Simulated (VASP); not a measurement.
A run of VASP 6.6.1 is set up as follows.

The input INCAR:

```
PREC = Accurate
ENCUT = 520
EDIFF = 1E-6
ISMEAR = 0
SIGMA = 0.15
LREAL = F
LASPH = T
NELM = 100
ALGO = Fast
ISIF = 2
LWAVE = F
LCHARG = T
GGA = PE
LELF = T
LVHAR = T
NBANDS = 13
```

File KPOINTS:

```
Automatic mesh
0
Gamma
  18 18 18
```

File POSCAR:

```
Pb
1.0
    0.0000000000      2.8511758298      1.8532642894
    2.8511758298      0.0000000000      1.8532642894
    2.8511758298      2.8511758298      0.0000000000
Pb
1
Direct
    0.0000000000      0.0000000000      0.0000000000
```

Potentials or basis: VASP PAW PBE potentials, release 64 (Pb_d).

Run with:

```sh
$ cat potpaw_PBE.64/Pb_d/POTCAR > POTCAR
$ mpirun -np 1 vasp_std > vasp.out
```

(1) Estimate the band gap on the k mesh.

(2) Predict the pressure.

## Answers

(1) zero (band 7 reaches 14.73 eV, above the bottom of band 8 at 5.36 eV).

(2) 2.5 GPa.

Caveat: spin-orbit coupling is left out, which moves the levels of the heavy elements.
